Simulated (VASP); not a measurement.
Input of a VASP 6.6.1 run:

INCAR

```
SYSTEM = ZnS
  ALGO = Normal
  EDIFF = 1E-6
  ENCUT = 520
  GGA = PE
  ISIF = 2
  ISMEAR = 0
  LASPH = .True.
  LCHARG = .False.
  LREAL = .False.
  LWAVE = .False.
  NBANDS = 16
  NELM = 80
  PREC = Accurate
  SIGMA = 0.05
```

Contents of KPOINTS:

```
k-points
0
Gamma
  8 8 8
  0 0 0
```

The input POSCAR:

```
ZnS
1.0
    0.0000000000      2.7215639840      2.7215639840
    2.7215639840      0.0000000000      2.7215639840
    2.7215639840      2.7215639840      0.0000000000
Zn S
1 1
Direct
    0.0000000000      0.0000000000      0.0000000000
    0.6704478189      0.7765173937      0.7765173937
```

Potentials or basis: VASP PAW PBE potentials, release 64 (Zn, S).

Run with:

```bash
$ cat potpaw_PBE.64/Zn/POTCAR potpaw_PBE.64/S/POTCAR > POTCAR
$ mpirun -np 1 vasp_std > vasp.out
```

(1) What does it give for the largest force?

(2) What does it give for the band gap on the k mesh?

(3) What does it give for the pressure?

Answers

(1) 2.395 eV/Å.

(2) 1.93 eV.

(3) 2.9 GPa.

Caveat: the cell differs from its parent crystal (all S atoms moved +0.250 Å, as atom 2 towards its neighbour atom 1 (Zn) at 2.357 Å); forces of over 1 eV/Å act on the atoms, so gaps and moduli don't describe the material at rest.
